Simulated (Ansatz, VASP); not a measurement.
## Mo2H3 in VASP and in Ansatz

```
H Mo
1.0
     3.31069    0.00000    0.00000
     0.00000    4.87936    0.00000
     0.00000    0.00000    3.31102
H Mo
3 2
Direct
  0.00000 0.00000 0.50000
  0.50000 0.00000 0.00000
  0.00000 0.00000 0.00000
  0.50000 0.50000 0.50000
  0.50000 0.00000 0.50000
```

Change from the starting cell: species swapped into the Zr3Cd2 type (Pmmm, No. 47).

Alike in both runs: task relaxation of cell and atoms; functional PBE; k mesh 12 × 8 × 12; occupations gaussian, width 0.1 eV; no spin polarisation.

|  | VASP | Ansatz |
| --- | --- | --- |
| version | VASP 6.6.1 | Ansatz 0.2.0 |
| potentials or method | VASP PAW PBE potentials, release 64 (H, Mo_sv), cutoff 600 eV | scalar-relativistic, plane waves, PAW |
| valence electrons in the cell | 31 | 31 |

|  | VASP | Ansatz | Ansatz less VASP |
| --- | --- | --- | --- |
| gap on the k mesh at the Fermi level, each at its own relaxed structure (eV) | none | none | - |
| relaxed volume (Å³/atom) | 10.72 | 10.69 | -0.027 |
| relaxed length of the cell vector where the two differ most in proportion (Å) | 4.895 | 4.887 | -0.0080 |

A gap of «none» marks a metal or a gap that the smearing closes.
